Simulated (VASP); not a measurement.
# Ru (Fd-3m) in VASP: notebook, part 2 of 2

VASP 6.6.1.

## Step 6: Relaxation of cell and atoms, PBEsol

This run uses another cell than the first one, of 15.48 Å³/atom, 0.791 times its volume.

Input file INCAR:

```
PREC = Accurate
ENCUT = 500
EDIFF = 1E-7
ISMEAR = 0
SIGMA = 0.1
LREAL = F
LASPH = T
NELM = 120
ALGO = Normal
ISIF = 3
LWAVE = F
LCHARG = F
GGA = PS
IBRION = 2
NSW = 90
EDIFFG = -0.04
GGA_COMPAT = F
NELMIN = 4
```

Input file KPOINTS:

```
regular mesh
0
Gamma
  6 6 6
```

Input file POSCAR:

```
Ru
1.0
    0.0000000000      2.4923280394      2.4923280394
    2.4923280394      0.0000000000      2.4923280394
    2.4923280394      2.4923280394      0.0000000000
Ru
2
Direct
    0.5000000000      0.5000000000      0.5000000000
    0.7500000000      0.7500000000      0.7500000000
```

Potentials or basis: VASP PAW PBE potentials, release 64 (Ru_pv).

Launch:

```bash
$ cat potpaw_PBE.64/Ru_pv/POTCAR > POTCAR
$ mpirun -np 1 vasp_std > vasp.out
```

OUTCAR:

```text
PREC = Accurate
   ENCUT = 500
   EDIFF = 1E-7
   ISMEAR = 0
   LREAL = F
   LASPH = T
   NELM = 120
   ISIF = 3
   GGA = PS
   IBRION = 2
   NSW = 90
   EDIFFG = -0.04
   NELMIN = 4

 ion  position               nearest neighbor table
   1  0.500  0.500  0.500-   2 2.16   2 2.16   2 2.16   2 2.16
   2  0.750  0.750  0.750-   1 2.16   1 2.16   1 2.16   1 2.16

  LATTYP: Found a face centered cubic cell.
 ALAT       =     4.9846560788

  Lattice vectors:

 A1 = (   0.0000000000,   2.4923280394,   2.4923280394)
 A2 = (   2.4923280394,   0.0000000000,   2.4923280394)
 A3 = (   2.4923280394,   2.4923280394,   0.0000000000)

Analysis of symmetry for initial positions (statically):
=====================================================================
 Subroutine PRICEL returns:
 Original cell was already a primitive cell.

 Routine SETGRP: Setting up the symmetry group for a
 face centered cubic supercell.

 Subroutine GETGRP returns: Found 48 space group operations
 (whereof 24 operations were pure point group operations)
 out of a pool of 48 trial point group operations.

The static configuration has the point symmetry T_d .
 The point group associated with its full space group is O_h .

Analysis of symmetry for dynamics (positions and initial velocities):
=====================================================================
 Subroutine PRICEL returns:
 Original cell was already a primitive cell.

 Routine SETGRP: Setting up the symmetry group for a
 face centered cubic supercell.

 Subroutine GETGRP returns: Found 48 space group operations
 (whereof 24 operations were pure point group operations)
 out of a pool of 48 trial point group operations.

The dynamic configuration has the point symmetry T_d .
 The point group associated with its full space group is O_h .

 Subroutine INISYM returns: Found 48 space group operations
 (whereof 24 operations are pure point group operations),
 and found     1 'primitive' translations

----------------------------------------------------------------------------------------

                                     Primitive cell

  volume of cell :      30.9632

  direct lattice vectors                    reciprocal lattice vectors
     0.000000000  2.492328039  2.492328039    -0.200615646  0.200615646  0.200615646
     2.492328039  0.000000000  2.492328039     0.200615646 -0.200615646  0.200615646
     2.492328039  2.492328039  0.000000000     0.200615646  0.200615646 -0.200615646

  length of vectors
     3.524684115  3.524684115  3.524684115     0.347476492  0.347476492  0.347476492

  position of ions in fractional coordinates (direct lattice)
     0.500000000  0.500000000  0.500000000
     0.750000000  0.750000000  0.750000000

  ion indices of the primitive-cell ions
   primitive index   ion index
                 1           1
                 2           2

----------------------------------------------------------------------------------------

 KPOINTS: regular mesh

Automatic generation of k-mesh.
 Grid dimensions read from file:
 generate k-points for:    6    6    6

 Generating k-lattice:

  Cartesian coordinates                     Fractional coordinates (reciprocal lattice)
    -0.033435941  0.033435941  0.033435941     0.166666667  0.000000000  0.000000000
     0.033435941 -0.033435941  0.033435941     0.000000000  0.166666667  0.000000000
     0.033435941  0.033435941 -0.033435941     0.000000000  0.000000000  0.166666667

  Length of vectors
     0.057912749  0.057912749  0.057912749

  Shift w.r.t. Gamma in fractional coordinates (k-lattice)
     0.000000000  0.000000000  0.000000000

 Subroutine IBZKPT returns following result:
 ===========================================

 Found     16 irreducible k-points:

 Following reciprocal coordinates:
            Coordinates               Weight
  0.000000  0.000000  0.000000      1.000000
  0.166667  0.000000  0.000000      8.000000
  0.333333  0.000000  0.000000      8.000000
  0.500000  0.000000  0.000000      4.000000
  0.166667  0.166667  0.000000      6.000000
  0.333333  0.166667  0.000000     24.000000
[... 8 lines left out ...]
 -0.333333  0.333333  0.166667     24.000000
 -0.333333  0.500000  0.166667     12.000000
   k-points           NKPTS =     16   k-points in BZ     NKDIM =     16   number of bands    NBANDS=     18
   number of dos      NEDOS =    301   number of ions     NIONS =      2
   total plane-waves  NPLWV =  21952
   dimension x,y,z NGX =    28 NGY =   28 NGZ =   28
   dimension x,y,z NGXF=    56 NGYF=   56 NGZF=   56
   ions per type =               2
   NGX,Y,Z   is equivalent  to a cutoff of  13.21, 13.21, 13.21 a.u.
   NGXF,Y,Z  is equivalent  to a cutoff of  26.41, 26.41, 26.41 a.u.
 SYSTEM =  unknown system
   PREC   = accura    normal or accurate (medium, high low for compatibility)
   ISTART =      0    job   : 0-new  1-cont  2-samecut
   ICHARG =      2    charge: 1-file 2-atom 10-const
   ISPIN  =      1    spin polarized calculation?
   LNONCOLLINEAR =      F non collinear calculations
   LSORBIT =      F    spin-orbit coupling
   LASPH  =      T    aspherical Exc in radial PAW
   ENCUT  =  500.0 eV  36.75 Ry    6.06 a.u.   6.43  6.43  6.43*2*pi/ulx,y,z
   NELM   =    120;   NELMIN=  4; NELMDL= -5     # of ELM steps
   EDIFF  = 0.1E-06   stopping-criterion for ELM
   LREAL  =      F    real-space projection
   EDIFFG = -.4E-01   stopping-criterion for IOM
   NSW    =     90    number of steps for IOM
   IBRION =      2    ionic relax: 0-MD 1-quasi-New 2-CG
   NFREE  =      1    steps in history (QN), initial steepest desc. (CG)
   ISIF   =      3    stress and relaxation
   ISYM   =      2    0-nonsym 1-usesym 2-fastsym
   POTIM  = 0.5000    time-step for ionic-motion
   TEBEG  =    0.0;   TEEND  =   0.0 temperature during run
   PSTRESS=    0.0 pullay stress
   NELECT =      28.0000    total number of electrons
   NUPDOWN=      -1.0000    fix difference up-down
   EMIN   =  10.00;   EMAX   =-10.00  energy-range for DOS
   EFERMI =   0.00;   METHOD = LEGACY
   ISMEAR =     0;   SIGMA  =   0.10  broadening in eV -4-tet -1-fermi 0-gaus
   EFERMI_NEDOS =   21; number of points for ismear=-14 and -15
   IALGO  =     38    algorithm
   IMIX   =      4    mixing-type and parameters
     AMIX     =   0.40;   BMIX     =  1.00
     AMIX_MAG =   1.60;   BMIX_MAG =  1.00
  volume/ion in A,a.u.               =      15.48       104.47
  Fermi-wavevector in a.u.,A,eV,Ry     =   1.583114  2.991652 34.099619  2.506251
  Thomas-Fermi vector in A             =   2.682934
   LORBIT       =      0    0 simple, 1 ext, 2 COOP (PROOUT), +10 PAW based schemes
   GGA     = PS    functional components
   LHFCALC =     F    Hartree Fock is set to
   AEXX    =    0.0000 exact exchange contribution
   IVDW    =     0    specifies the selected vdW correction
   LEPSILON=     F    determine dielectric tensor
   LRPA    =     F    only Hartree local field effects (RPA)
 conjugate gradient relaxation of ions
 non-spin polarized calculation
 Gauss-broadening in eV      SIGMA  =   0.10
  energy-cutoff  :      500.00
  volume of cell :       30.96
 maximum number of plane-waves:       797
 NGX is ok and might be reduce to    28
   NGX = 13   NGY = 13   NGZ = 13

--------------------------------------- Ionic step        1  -------------------------------------------

 number of electron      28.0000002 magnetization

 Free energy of the ion-electron system (eV)
  ---------------------------------------------------
  ext. energy  EPLUGINS =         0.00000000
  ---------------------------------------------------
  free energy    TOTEN  =       -16.02045725 eV

  energy without entropy =      -16.01189761  energy(sigma->0) =      -16.01617743

 E-fermi :  10.7569     XC(G=0): -13.0399

 val. band max:       10.5725884443   @ k =   0.5000   0.3333   0.1667
 cond. band min:      10.7823557996   @ k =   0.5000   0.1667   0.0000
 fundamental gap:      0.2097673553
 Fermi energy:        10.7569307402

 k-point     1 :       0.0000    0.0000    0.0000
  band No.  band energies     occupation
      1     -33.2861      2.00000
      2     -33.2861      2.00000
      3     -33.2861      2.00000
      4     -31.5142      2.00000
      5     -31.5142      2.00000
      6     -31.5142      2.00000
[... 809 lines left out ...]
  energy  without entropy=      -17.5549873580  energy(sigma->0) =      -17.56075868

--------------------------------------- Ionic step        5  -------------------------------------------

 number of electron      27.9999988 magnetization

 Free energy of the ion-electron system (eV)
  ---------------------------------------------------
  ext. energy  EPLUGINS =         0.00000000
  ---------------------------------------------------
  free energy    TOTEN  =       -17.57554169 eV

  energy without entropy =      -17.56443570  energy(sigma->0) =      -17.56998869

 E-fermi :   7.2936     XC(G=0): -11.7187

 val. band max:        7.2827797047   @ k =   0.5000   0.1667   0.0000
 cond. band min:       7.4073104060   @ k =  -0.1667   0.1667   0.0000
 fundamental gap:      0.1245307013
 Fermi energy:         7.2935740384

 k-point     1 :       0.0000    0.0000    0.0000
  band No.  band energies     occupation
      1     -35.8782      2.00000
      2     -35.8782      2.00000
      3     -35.8782      2.00000
      4     -34.9118      2.00000
      5     -34.9118      2.00000
      6     -34.9118      2.00000
[... 354 lines left out ...]
  FREE ENERGIE OF THE ION-ELECTRON SYSTEM (eV)
  ---------------------------------------------------
  free  energy   TOTEN  =       -17.5755416893 eV

  energy  without entropy=      -17.5644356966  energy(sigma->0) =      -17.56998869

 reached required accuracy - stopping structural energy minimisation
```

OSZICAR:

```text
N       E                     dE             d eps       ncg     rms          rms(c)
DAV:   1     0.287972705413E+03    0.28797E+03   -0.17993E+04   576   0.165E+03
DAV:   2    -0.962074106906E+01   -0.29759E+03   -0.29075E+03   612   0.478E+02
DAV:   3    -0.163928532358E+02   -0.67721E+01   -0.66115E+01   684   0.777E+01
[... 55 lines left out ...]
DAV:   4    -0.175755061924E+02   -0.18460E-02   -0.50057E-03   590   0.412E-01    0.436E-02
DAV:   5    -0.175755356235E+02   -0.29431E-04   -0.21196E-04   700   0.115E-01    0.355E-02
DAV:   6    -0.175755410032E+02   -0.53797E-05   -0.74725E-06   734   0.229E-02    0.563E-03
DAV:   7    -0.175755417044E+02   -0.70124E-06   -0.94396E-07   670   0.637E-03    0.175E-03
DAV:   8    -0.175755416893E+02    0.15177E-07   -0.45831E-08   324   0.158E-03
   5 F= -.17575542E+02 E0= -.17569989E+02  d E =-.155508E+01
```

Wall time 36 s (1 thread of Intel Xeon 6975P-C (Granite Rapids), shared host); peak memory 0.15 GiB.

What came out:

| Property | Result |
| --- | --- |
| Free energy | -17.5755 eV |
| Relaxed volume | 19.58 Å³/atom |
| Relaxed cell | a = 3.811 Å, b = 3.811 Å, c = 3.811 Å, α = 60.00°, β = 60.00°, γ = 60.00° |
| Space group after relaxing (to 0.05 Å) | Fd-3m (No. 227) |
| Energy gained by relaxing | 777.5 meV/atom |
| Ionic steps | 5 |
| Pressure after relaxing | 0.1 GPa |
| Band gap on the k mesh | zero (band 14 reaches 7.56 eV, above the bottom of band 15 at 6.78 eV) |

Step by step:
| step | energy change (eV) | largest force (eV/Å) | pressure (GPa) | volume (Å³) |
| --- | --- | --- | --- | --- |
| 1 | 0.0000 | 0.0000 | 75.60 | 30.96 |
| 2 | 3.9552 | 0.0000 | -23.40 | 76.59 |
| 3 | -1.4609 | 0.0000 | -10.60 | 41.86 |
| 4 | -1.5461 | 0.0000 | -3.57 | 39.98 |
| 5 | -1.5551 | 0.0000 | 0.14 | 39.15 |

Final structure:
```
Ru
1.0
     0.00000    2.69510    2.69510
     2.69510    0.00000    2.69510
     2.69510    2.69510    0.00000
Ru
2
Direct
  0.50000 0.50000 0.50000
  0.75000 0.75000 0.75000
```

Caveat: the k points lie up to 0.34 Å⁻¹ apart in the final cell; the volume moved by over 15 % at a fixed basis, so the end points are rough; the PAW data sets were made with another functional, which shifts forces and pressure a little.

## Step 7: Summary

| task | cell | k mesh | cutoff (eV) | gap on the mesh (eV) | pressure (GPa) | relaxed volume (Å³/atom) |
| --- | --- | --- | --- | --- | --- | --- |
| single point | a = 3.811 Å, angles 60.0°, 2 atoms | 14 × 14 × 14 | 520 | none | 0.3 | - |
| relaxation of cell and atoms | relaxed from a = 3.811 Å, angles 60.0°, 2 atoms | 14 × 14 × 14 | 600 | none | 0.0 | 19.61 |
| single point | a = 3.525 Å, angles 60.0°, 2 atoms | 6 × 6 × 6 | 500 | none | 75.6 | - |
| single point | a = 3.811 Å, angles 60.0°, 2 atoms | 6 × 6 × 6 | 500 | none | 0.3 | - |
| relaxation of cell and atoms | relaxed from a = 3.525 Å, angles 60.0°, 2 atoms | 6 × 6 × 6 | 500 | none | 0.1 | 19.58 |

Alike in all rows: level PBEsol; potentials or basis VASP PAW PBE potentials, release 64 (Ru_pv); no spin polarisation; smearing gaussian 0.1 eV.

Caveats: some runs use coarse meshes; the PAW data sets were made with another functional, which shifts forces and pressure a little; the volume moved by over 15 % at a fixed basis, so the end points are rough (some runs).

Total energies depend on the potentials used, so only differences within one code and one set of settings carry meaning.
